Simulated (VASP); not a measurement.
A run of VASP 6.6.1 is set up as follows.

File POSCAR:

```
GaN
1.0
    3.1800000000      0.0000000000      0.0000000000
   -1.5900000000      2.7539607840      0.0000000000
    0.0000000000      0.0000000000      5.1660000000
Ga N
2 2
Direct
    0.6666666667      0.3333333333      0.5000000000
    0.3333333333      0.6666666667      0.0000000000
    0.6666666667      0.3333333333      0.8750000000
    0.3333333333      0.6666666667      0.3750000000
```

Contents of INCAR.step1:

```
PREC = Accurate ; ENCUT = 520
EDIFF = 1E-5 ; ISMEAR = -1
SIGMA = 0.05 ; LREAL = False
LASPH = True ; NELM = 60
ALGO = Normal ; ISIF = 2
LWAVE = True ; NBANDS = 26
GGA = PE
```

The input INCAR.step2:

```
PREC = Accurate ; ENCUT = 520
EDIFF = 1E-6 ; ISMEAR = -1
SIGMA = 0.05 ; LREAL = False
LASPH = True ; NELM = 60
ALGO = Normal ; ISIF = 2
LWAVE = False ; LCHARG = True
METAGGA = R2SCAN ; LHFCALC = True
AEXX = 0.25 ; LMIXTAU = True
PRECFOCK = Normal ; LELF = True
LVHAR = True ; NBANDS = 26
ISTART = 1
```

Contents of KPOINTS:

```
regular mesh
0
Gamma
  6 6 3
```

Potentials or basis: VASP PAW PBE potentials, release 64 (Ga_d, N).

Run with:

```sh
$ cat potpaw_PBE.64/Ga_d/POTCAR potpaw_PBE.64/N/POTCAR > POTCAR
$ cp INCAR.step1 INCAR
$ mpirun -np 1 vasp_std > vasp.out
$ cp INCAR.step2 INCAR
$ mpirun -np 1 vasp_std > vasp.out
```

Problem. Estimate the largest force.

Solution. 0.154 eV/Å.

Problem. Estimate the pressure.

Solution. -1.5 GPa.

Forces in eV/Å, atoms in the order of the input:
```
Ga   0.000  0.000 -0.154
Ga   0.000  0.000 -0.154
N    0.000  0.000  0.154
N    0.000  0.000  0.154
```

Caveat: the PAW data sets were made with another functional, which shifts forces and pressure a little.
